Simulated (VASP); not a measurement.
# MoS2 (R-3m) in VASP: notebook

The runs below take MoS2 through single point, with PBEsol.

Everything below comes from runs of VASP 6.6.1. Logs are shortened: lines on timing, memory, paths and dates and some standing lists are left out, and cuts for length are marked.

## Step 1: The cell of the first run

The structure is trigonal, space group R-3m (No. 166). The conventional cell has a = 3.128 Å, b = 3.128 Å, c = 18.097 Å, α = 90.00°, β = 90.00°, γ = 120.00°. Within 3.1 Å of Mo (site symmetry -3m) lie 6 S at 2.35 Å. Within 3.1 Å of S (site symmetry 3m) lie 3 Mo at 2.35 Å.

## Step 2: Single point, PBEsol (volume scaled by 0.96)

Input file INCAR:

```
SYSTEM = MoS2
  ALGO = Normal
  EDIFF = 1E-7
  ENCUT = 520
  GGA = PS
  ISIF = 2
  ISMEAR = -1
  LASPH = .TRUE.
  LCHARG = .FALSE.
  LREAL = .FALSE.
  LWAVE = .FALSE.
  NBANDS = 20
  NELM = 60
  PREC = Accurate
  SIGMA = 0.05
```

Input file KPOINTS:

```
k-points
0
G
  10 10 10
  0 0 0
```

Input file POSCAR:

```
MoS2
1.0
    1.5640716975      0.9030172156      6.0323514456
   -1.5640716975      0.9030172156      6.0323514456
    0.0000000000     -1.8060344312      6.0323514456
Mo S
1 2
Direct
    0.0000000000      0.0000000000      0.0000000000
    0.2500000000      0.2500000000      0.2500000000
    0.7500000000      0.7500000000      0.7500000000
```

Potentials or basis: VASP PAW PBE potentials, release 64 (Mo_sv, S).

Started as:

```console
$ cat potpaw_PBE.64/Mo_sv/POTCAR potpaw_PBE.64/S/POTCAR > POTCAR
$ mpirun -np 1 vasp_std > vasp.out
```

OUTCAR:

```text
SYSTEM = MoS2
   EDIFF = 1E-7
   ENCUT = 520
   GGA = PS
   ISIF = 2
   ISMEAR = -1
   LASPH = .TRUE.
   LREAL = .FALSE.
   NELM = 60
   PREC = Accurate

 ion  position               nearest neighbor table
   1  0.000  0.000  0.000-   3 2.35   3 2.35   2 2.35   2 2.35   3 2.35   2 2.35
   2  0.250  0.250  0.250-   1 2.35   1 2.35   1 2.35
   3  0.750  0.750  0.750-   1 2.35   1 2.35   1 2.35

  LATTYP: Found a trigonal (rhomboedric) cell.
 ALAT       =     6.2969059331
 COS(alpha) =     0.8766074614

  Lattice vectors:

 A1 = (   1.5640716975,   0.9030172156,   6.0323514456)
 A2 = (  -1.5640716975,   0.9030172156,   6.0323514456)
 A3 = (   0.0000000000,  -1.8060344312,   6.0323514456)

Analysis of symmetry for initial positions (statically):
=====================================================================
 Subroutine PRICEL returns:
 Original cell was already a primitive cell.

 Routine SETGRP: Setting up the symmetry group for a
 trigonal (rhombohedral) supercell.

 Subroutine GETGRP returns: Found 12 space group operations
 (whereof 12 operations were pure point group operations)
 out of a pool of 12 trial point group operations.

The static configuration has the point symmetry D_3d.

Analysis of symmetry for dynamics (positions and initial velocities):
=====================================================================
 Subroutine PRICEL returns:
 Original cell was already a primitive cell.

 Routine SETGRP: Setting up the symmetry group for a
 trigonal (rhombohedral) supercell.

 Subroutine GETGRP returns: Found 12 space group operations
 (whereof 12 operations were pure point group operations)
 out of a pool of 12 trial point group operations.

The dynamic configuration has the point symmetry D_3d.

 Subroutine INISYM returns: Found 12 space group operations
 (whereof 12 operations are pure point group operations),
 and found     1 'primitive' translations

----------------------------------------------------------------------------------------

                                     Primitive cell

  volume of cell :      51.1200

  direct lattice vectors                    reciprocal lattice vectors
     1.564071697  0.903017216  6.032351446     0.319678440  0.184566433  0.055257612
    -1.564071697  0.903017216  6.032351446    -0.319678440  0.184566433  0.055257612
     0.000000000 -1.806034431  6.032351446     0.000000000 -0.369132867  0.055257612

  length of vectors
     6.296905933  6.296905933  6.296905933     0.373245866  0.373245866  0.373245866

  position of ions in fractional coordinates (direct lattice)
     0.000000000  0.000000000  0.000000000
     0.250000000  0.250000000  0.250000000
     0.750000000  0.750000000  0.750000000

  ion indices of the primitive-cell ions
   primitive index   ion index
                 1           1
                 2           2
                 3           3

----------------------------------------------------------------------------------------

 KPOINTS: k-points

Automatic generation of k-mesh.
 Grid dimensions read from file:
 generate k-points for:   10   10   10

 Generating k-lattice:

  Cartesian coordinates                     Fractional coordinates (reciprocal lattice)
     0.031967844  0.018456643  0.005525761     0.100000000 -0.000000000  0.000000000
    -0.031967844  0.018456643  0.005525761    -0.000000000  0.100000000  0.000000000
     0.000000000 -0.036913287  0.005525761     0.000000000  0.000000000  0.100000000

  Length of vectors
     0.037324587  0.037324587  0.037324587

  Shift w.r.t. Gamma in fractional coordinates (k-lattice)
     0.000000000  0.000000000  0.000000000

 Subroutine IBZKPT returns following result:
 ===========================================

 Found    116 irreducible k-points:

 Following reciprocal coordinates:
            Coordinates               Weight
  0.000000  0.000000  0.000000      1.000000
  0.100000  0.000000 -0.000000      6.000000
  0.200000  0.000000 -0.000000      6.000000
  0.300000 -0.000000 -0.000000      6.000000
  0.400000 -0.000000  0.000000      6.000000
  0.500000 -0.000000  0.000000      3.000000
[... 16 lines left out ...]
  0.300000  0.300000 -0.000000      6.000000
  0.400000  0.300000  0.000000     12.000000
 [... further k-points ...]
   k-points           NKPTS =    116   k-points in BZ     NKDIM =    116   number of bands    NBANDS=     20
   number of dos      NEDOS =    301   number of ions     NIONS =      3
   total plane-waves  NPLWV = 110592
   dimension x,y,z NGX =    48 NGY =   48 NGZ =   48
   dimension x,y,z NGXF=    96 NGYF=   96 NGZF=   96
   ions per type =               1   2
   NGX,Y,Z   is equivalent  to a cutoff of  12.67, 12.67, 12.67 a.u.
   NGXF,Y,Z  is equivalent  to a cutoff of  25.35, 25.35, 25.35 a.u.
 SYSTEM =  MoS2
   PREC   = accura    normal or accurate (medium, high low for compatibility)
   ISTART =      0    job   : 0-new  1-cont  2-samecut
   ICHARG =      2    charge: 1-file 2-atom 10-const
   ISPIN  =      1    spin polarized calculation?
   LNONCOLLINEAR =      F non collinear calculations
   LSORBIT =      F    spin-orbit coupling
   LASPH  =      T    aspherical Exc in radial PAW
   ENCUT  =  520.0 eV  38.22 Ry    6.18 a.u.  11.71 11.71 11.71*2*pi/ulx,y,z
   NELM   =     60;   NELMIN=  2; NELMDL= -5     # of ELM steps
   EDIFF  = 0.1E-06   stopping-criterion for ELM
   LREAL  =      F    real-space projection
   EDIFFG = 0.1E-05   stopping-criterion for IOM
   NSW    =      0    number of steps for IOM
   IBRION =     -1    ionic relax: 0-MD 1-quasi-New 2-CG
   NFREE  =      0    steps in history (QN), initial steepest desc. (CG)
   ISIF   =      2    stress and relaxation
   ISYM   =      2    0-nonsym 1-usesym 2-fastsym
   POTIM  = 0.5000    time-step for ionic-motion
   TEBEG  =    0.0;   TEEND  =   0.0 temperature during run
   PSTRESS=    0.0 pullay stress
   NELECT =      26.0000    total number of electrons
   NUPDOWN=      -1.0000    fix difference up-down
   EMIN   =  10.00;   EMAX   =-10.00  energy-range for DOS
   EFERMI =   0.00;   METHOD = LEGACY
   ISMEAR =    -1;   SIGMA  =   0.05  broadening in eV -4-tet -1-fermi 0-gaus
   EFERMI_NEDOS =   21; number of points for ismear=-14 and -15
   IALGO  =     38    algorithm
   IMIX   =      4    mixing-type and parameters
     AMIX     =   0.40;   BMIX     =  1.00
     AMIX_MAG =   1.60;   BMIX_MAG =  1.00
  volume/ion in A,a.u.               =      17.04       114.99
  Fermi-wavevector in a.u.,A,eV,Ry     =   1.306780  2.469456 23.234309  1.707674
  Thomas-Fermi vector in A             =   2.437559
   LORBIT       =      0    0 simple, 1 ext, 2 COOP (PROOUT), +10 PAW based schemes
   GGA     = PS    functional components
   LHFCALC =     F    Hartree Fock is set to
   AEXX    =    0.0000 exact exchange contribution
   IVDW    =     0    specifies the selected vdW correction
   LEPSILON=     F    determine dielectric tensor
   LRPA    =     F    only Hartree local field effects (RPA)
 non-spin polarized calculation
  energy-cutoff  :      520.00
  volume of cell :       51.12
 maximum number of plane-waves:      1391
   NGX = 23   NGY = 23   NGZ = 23

 number of electron      26.0000001 magnetization

 Free energy of the ion-electron system (eV)
  ---------------------------------------------------
  ext. energy  EPLUGINS =         0.00000000
  ---------------------------------------------------
  free energy    TOTEN  =       -22.52274739 eV

  energy without entropy =      -22.51693059  energy(sigma->0) =      -22.51983899

 E-fermi :   8.2849     XC(G=0): -11.2073

 val. band max:        8.2583340980   @ k =   0.1000   0.0000  -0.0000
 cond. band min:       8.2919545437   @ k =   0.1000   0.1000  -0.0000
 fundamental gap:      0.0336204457
 Fermi energy:         8.2848947320

 k-point     1 :       0.0000    0.0000    0.0000
  band No.  band energies     occupation
      1     -53.4230      2.00000
      2     -27.5835      2.00000
      3     -27.4397      2.00000
      4     -27.4397      2.00000
      5      -7.2213      2.00000
      6      -5.4229      2.00000
[... 12 lines left out ...]
     19      15.2769      0.00000
     20      17.8037      0.00000

 k-point     2 :       0.1000    0.0000   -0.0000
  band No.  band energies     occupation
      1     -53.4183      2.00000
      2     -27.5741      2.00000
      3     -27.4858      2.00000
      4     -27.4501      2.00000
      5      -7.0444      2.00000
      6      -5.3992      2.00000
[... 12 lines left out ...]
     19      15.8265      0.00000
     20      17.2905      0.00000

 k-point     3 :       0.2000    0.0000   -0.0000
  band No.  band energies     occupation
      1     -53.4059      2.00000
      2     -27.6053      2.00000
      3     -27.5493      2.00000
      4     -27.4771      2.00000
      5      -6.5552      2.00000
      6      -5.3244      2.00000
[... 12 lines left out ...]
     19      16.4899      0.00000
     20      17.4379      0.00000

 k-point     4 :       0.3000   -0.0000   -0.0000
  band No.  band energies     occupation
      1     -53.3906      2.00000
      2     -27.7497      2.00000
      3     -27.5187      2.00000
      4     -27.5102      2.00000
      5      -5.9228      2.00000
      6      -5.1470      2.00000
[... 12 lines left out ...]
     19      16.0284      0.00000
     20      17.5169      0.00000

 k-point     5 :       0.4000   -0.0000    0.0000
  band No.  band energies     occupation
      1     -53.3782      2.00000
      2     -27.8643      2.00000
      3     -27.5369      2.00000
      4     -27.4939      2.00000
      5      -5.5535      2.00000
      6      -4.6951      2.00000
[... 12 lines left out ...]
     19      15.6579      0.00000
     20      15.9125      0.00000

 k-point     6 :       0.5000   -0.0000    0.0000
  band No.  band energies     occupation
      1     -53.3734      2.00000
      2     -27.9075      2.00000
      3     -27.5471      2.00000
      4     -27.4843      2.00000
      5      -5.4797      2.00000
      6      -4.3795      2.00000
[... 12 lines left out ...]
     19      15.1415      0.00000
     20      15.7332      0.00000

 k-point     7 :       0.1000    0.1000   -0.0000
  band No.  band energies     occupation
      1     -53.4183      2.00000
      2     -27.5741      2.00000
      3     -27.4858      2.00000
      4     -27.4501      2.00000
      5      -7.0368      2.00000
      6      -5.4131      2.00000
[... 12 lines left out ...]
     19      15.8720      0.00000
     20      17.3090      0.00000
[... 277 lines left out ...]
 k-point    20 :      -0.4000    0.2000    0.0000
  band No.  band energies     occupation
      1     -53.3695      2.00000
      2     -27.8513      2.00000
      3     -27.6506      2.00000
      4     -27.4769      2.00000
      5      -5.1310      2.00000
      6      -4.5165      2.00000
[... 12 lines left out ...]
     19      15.9616      0.00000
     20      17.3394      0.00000

 k-point    21 :      -0.3000    0.2000    0.0000
  band No.  band energies     occupation
      1     -53.3734      2.00000
      2     -27.8311      2.00000
      3     -27.6271      2.00000
      4     -27.4845      2.00000
      5      -5.1500      2.00000
      6      -4.8167      2.00000
[... 12 lines left out ...]
     19      16.0886      0.00000
     20      17.0396      0.00000

 k-point    22 :      -0.2000    0.2000    0.0000
  band No.  band energies     occupation
      1     -53.3835      2.00000
      2     -27.7728      2.00000
      3     -27.5705      2.00000
      4     -27.5042      2.00000
      5      -5.5134      2.00000
      6      -5.1474      2.00000
[... 12 lines left out ...]
     19      16.6332      0.00000
     20      16.8487      0.00000

 k-point    23 :       0.3000    0.3000   -0.0000
  band No.  band energies     occupation
      1     -53.3906      2.00000
      2     -27.7497      2.00000
      3     -27.5188      2.00000
      4     -27.5102      2.00000
      5      -5.7893      2.00000
      6      -5.3149      2.00000
[... 12 lines left out ...]
     19      15.3928      0.00000
     20      16.4359      0.00000

 k-point    24 :       0.4000    0.3000    0.0000
  band No.  band energies     occupation
      1     -53.3820      2.00000
      2     -27.8095      2.00000
      3     -27.5494      2.00000
      4     -27.5014      2.00000
      5      -5.3997      2.00000
      6      -5.1688      2.00000
[... 12 lines left out ...]
     19      15.5425      0.00000
     20      16.5360      0.00000

 [... further k-points ...]
[... 5 lines left out ...]
  --------------------------------------------------------------------------------------
  -------------------------------------------------------------------------------------
  Total        2.4760164      2.4760164      4.4960598      0.0000000      0.0000000      0.0000000
  in kB       77.6021095     77.6021095    140.9133321      0.0000000      0.0000000      0.0000000
  external PRESSURE =      98.7058503 kB  Pullay stress =       0.0000000 kB

 VOLUME and BASIS-vectors are now :
 -----------------------------------------------------------------------------
  energy-cutoff  :      520.00
  volume of cell :       51.12
      direct lattice vectors                 reciprocal lattice vectors
     1.564071697  0.903017216  6.032351446     0.319678440  0.184566433  0.055257612
    -1.564071697  0.903017216  6.032351446    -0.319678440  0.184566433  0.055257612
     0.000000000 -1.806034431  6.032351446     0.000000000 -0.369132867  0.055257612

 POSITION                                       TOTAL-FORCE (eV/Angst)
 -----------------------------------------------------------------------------------
      0.00000      0.00000      0.00000        -0.000000      0.000000      0.000000
      0.00000      0.00000      4.52426         0.000000     -0.000000     -1.535883
      0.00000      0.00000     13.57279         0.000000      0.000000      1.535883
 -----------------------------------------------------------------------------------
    total drift:                               -0.000000      0.000000      0.000000

  FREE ENERGIE OF THE ION-ELECTRON SYSTEM (eV)
  ---------------------------------------------------
  free  energy   TOTEN  =       -22.5227473880 eV

  energy  without entropy=      -22.5169305859  energy(sigma->0) =      -22.51983899
```

It took 4.3 min on 1 thread of AMD EPYC 9R45 (Zen 5), shared host; peak memory 0.34 GiB.

What came out:

- Free energy: -22.5227 eV
- Pressure: 9.9 GPa
- Largest force: 1.536 eV/Å
- Band gap on the k mesh: zero (band 13 reaches 8.52 eV, above the bottom of band 14 at 7.94 eV)

Forces on the atoms (eV/Å):
```
Mo   0.000  0.000  0.000
S    0.000  0.000 -1.536
S    0.000  0.000  1.536
```

Caveat: the cell differs from its parent crystal (volume scaled by 0.96); the PAW data sets were made with another functional, which shifts forces and pressure a little.

## Step 3: Single point, PBEsol (volume scaled by 0.98)

Input file INCAR:

```
PREC = Accurate
ENCUT = 520
EDIFF = 1E-7
ISMEAR = -1
SIGMA = 0.05
LREAL = False
LASPH = True
NELM = 60
ALGO = Normal
ISIF = 2
LWAVE = False
LCHARG = False
GGA = PS
NBANDS = 20
```

Input file KPOINTS:

```
regular mesh
0
Gamma
  10 10 10
```

Input file POSCAR:

```
MoS2
1.0
    1.5748587398      0.9092451173      6.0739551840
   -1.5748587398      0.9092451173      6.0739551840
    0.0000000000     -1.8184902347      6.0739551840
Mo S
1 2
Direct
    0.0000000000      0.0000000000      0.0000000000
    0.2500000000      0.2500000000      0.2500000000
    0.7500000000      0.7500000000      0.7500000000
```

Potentials or basis: VASP PAW PBE potentials, release 64 (Mo_sv, S).

Started as:

```console
$ cat potpaw_PBE.64/Mo_sv/POTCAR potpaw_PBE.64/S/POTCAR > POTCAR
$ mpirun -np 1 vasp_std > vasp.out
```

Run time: 4.2 min. Hardware: 1 thread of AMD EPYC 9R45 (Zen 5), shared host; peak memory 0.34 GiB.

Results (log left out):

```yaml
Free_energy: -22.5763 eV
Pressure: 6.2 GPa
Largest_force: 1.135 eV/Å
Band_gap_on_the_k_mesh: zero (band 13 reaches 8.24 eV, above the bottom of band 14 at 7.65 eV)
```

Forces on the atoms (eV/Å):
```
Mo   0.000  0.000  0.000
S    0.000  0.000 -1.135
S    0.000  0.000  1.135
```

Stress tensor (GPa, compression positive):
```
 4.26  0.00  0.00
 0.00  4.26  0.00
 0.00  0.00 10.01
```

Levels at points of the mesh, in eV from the Fermi level:
| k point | band 9 | band 10 | band 11 | band 12 | band 13 | band 14 | band 15 | band 16 | band 17 | band 18 |
| --- | --- | --- | --- | --- | --- | --- | --- | --- | --- | --- |
| (0.00, 0.00, 0.00) | -4.35 | -1.82 | -1.35 | -1.12 | -1.12 | -0.25 | -0.25 | 3.46 | 3.46 | 6.01 |
| (0.50, 0.00, 0.00) | -5.49 | -4.48 | -2.92 | -2.04 | -1.64 | 1.05 | 1.99 | 3.47 | 4.22 | 5.37 |
| (0.50, 0.50, 0.00) | -4.83 | -4.41 | -2.95 | -2.36 | -1.86 | 1.06 | 1.76 | 3.95 | 4.61 | 4.82 |
| (0.50, 0.50, 0.50) | -4.33 | -4.04 | -1.11 | -1.11 | -0.35 | -0.35 | -0.07 | 3.58 | 3.58 | 5.89 |

Caveat: the cell differs from its parent crystal (volume scaled by 0.98); the PAW data sets were made with another functional, which shifts forces and pressure a little.

## Step 4: Single point, PBEsol

This run uses another cell than the first one, of 17.75 Å³/atom, 1.042 times its volume.

Input file INCAR:

```
SYSTEM = MoS2
ALGO = Normal
EDIFF = 1E-6
ENCUT = 520
GGA = PS
ISIF = 2
ISMEAR = -1
LASPH = .True.
LCHARG = .True.
LELF = .True.
LREAL = .False.
LVHAR = .True.
LWAVE = .False.
NBANDS = 20
NELM = 60
PREC = Accurate
SIGMA = 0.05
```

Input file KPOINTS:

```
k-points
0
Gamma
  10 10 10
  0 0 0
```

Input file POSCAR:

```
MoS2
1.0
    1.5855000000      0.9153888518      6.1149966667
   -1.5855000000      0.9153888518      6.1149966667
    0.0000000000     -1.8307777036      6.1149966667
Mo S
1 2
Direct
    0.0000000000      0.0000000000      0.0000000000
    0.2500000000      0.2500000000      0.2500000000
    0.7500000000      0.7500000000      0.7500000000
```

Started as:

```console
$ cat potpaw_PBE.64/Mo_sv/POTCAR potpaw_PBE.64/S/POTCAR > POTCAR
$ mpirun -np 1 vasp_std > vasp.out
```

It took 4.1 min on 1 thread of AMD EPYC 9R45 (Zen 5), shared host; peak memory 0.35 GiB.

It converged, with:

```yaml
Free_energy: -22.6066 eV
Pressure: 2.9 GPa
Largest_force: 0.763 eV/Å
Band_gap_on_the_k_mesh: zero (band 13 reaches 7.98 eV, above the bottom of band 14 at 7.36 eV)
```

Forces in eV/Å, atoms in the order of the input:
```
Mo   0.000  0.000  0.000
S    0.000  0.000 -0.763
S    0.000  0.000  0.763
```

Stress tensor (GPa, compression positive):
```
1.12 0.00 0.00
0.00 1.12 0.00
0.00 0.00 6.33
```

Levels at points of the mesh, in eV from the Fermi level:
```tsv
k point	band 10	band 11	band 12	band 13	band 14	band 15	band 16	band 17
(0.00, 0.00, 0.00)	-1.80	-1.29	-1.08	-1.08	-0.26	-0.26	3.37	3.37
(0.50, 0.00, 0.00)	-4.38	-2.89	-1.98	-1.63	1.02	1.93	3.39	4.13
(0.50, 0.50, 0.00)	-4.31	-2.91	-2.30	-1.84	1.02	1.71	3.85	4.62
(0.50, 0.50, 0.50)	-3.95	-1.07	-1.07	-0.36	-0.36	-0.08	3.49	3.49
```

Caveat: the PAW data sets were made with another functional, which shifts forces and pressure a little.

## Step 5: The runs side by side

| cell | gap on the mesh (eV) | pressure (GPa) | largest force (eV/Å) |
| --- | --- | --- | --- |
| a = 6.297 Å, angles 28.8°, 3 atoms | none | 9.9 | 1.54 |
| a = 6.340 Å, angles 28.8°, 3 atoms | none | 6.2 | 1.13 |
| a = 6.383 Å, angles 28.8°, 3 atoms | none | 2.9 | 0.76 |

Alike in all rows: task single point; level PBEsol; potentials or basis VASP PAW PBE potentials, release 64 (Mo_sv, S); no spin polarisation; k mesh 10 × 10 × 10; cutoff (eV) 520; smearing fermi-dirac 0.05 eV.

Caveats: the PAW data sets were made with another functional, which shifts forces and pressure a little.

Absolute energies hang on the potentials; compare differences alone.
